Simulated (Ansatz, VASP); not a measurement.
**Two plane-wave programs on TePb**

```
Te Pb
1.0
     0.00000    3.06565    3.30768
     3.06565    0.00000    3.30768
     3.06565    3.06565    0.00000
Te Pb
1 1
Direct
  0.50000 0.50000 0.50000
  0.00000 0.00000 0.00000
```

Change from the starting cell: strain -0.050 along x and y, +0.025 along z, atoms carried along.

Alike in both runs: task single point; functional r2SCAN; k mesh 8 × 8 × 8; occupations gaussian, width 0.05 eV; no spin polarisation.

|  | VASP | Ansatz |
| --- | --- | --- |
| version | VASP 6.6.1 | Ansatz 0.2.0 |
| potentials or method | VASP PAW PBE potentials, release 64 (Te, Pb_d), cutoff 520 eV | scalar-relativistic, plane waves, PAW |
| valence electrons in the cell | 20 | 30 |

```tsv
	VASP	Ansatz	Ansatz less VASP
gap on the k mesh at the Fermi level (eV)	0.41	0.41	-0.002
least direct gap on the mesh (eV)	0.41	0.41	-0.002
pressure (GPa)	7.3	7.3	-0.01
traceless stress, the component that is largest in VASP (GPa)	-7.95	-7.93	+0.020
```

VASP's potentials were made for PBE, not for r2SCAN. VASP's potentials hold 20 valence electrons a cell and Ansatz's 30, so a difference there can come from the potentials and not from the codes.

Spin-orbit coupling is off throughout.
